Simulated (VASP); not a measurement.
Crystal: NaCl.

```
Na Cl
1.0
     3.45955    0.00000    0.00000
     0.00000    3.45955    0.00000
     0.00000    0.00000    3.45955
Na Cl
1 1
Direct
  0.00000 0.00000 0.00000
  0.50000 0.50000 0.50000
```

Base run:

| Property | Result |
| --- | --- |
| Program | VASP 6.6.1 |
| Functional | r2SCAN |
| Potentials or basis | VASP PAW PBE potentials, release 64 (Na_pv, Cl) |
| Cutoff | 520 eV |
| k mesh | 8 × 8 × 8 |
| Occupations | gaussian, width 0.01 eV |
| Spin | no spin polarisation |

Its results: band gap on the k mesh 4.95 eV (least direct gap 5.49 eV); pressure -0.3 GPa.

Question: The run is repeated on the same cell with these changes: functional from r2SCAN to LDA; potentials or basis from VASP PAW PBE potentials, release 64 (Na_pv, Cl) to VASP PAW LDA potentials, release 64 (Na_pv, Cl). What comes out?

Answer: Band gap on the k mesh 3.73 eV (least direct gap 4.27 eV); pressure -2.3 GPa.

Caveats: the PAW data sets were made with another functional, which shifts forces and pressure a little (at least some runs).

A k mesh can miss the band edges.
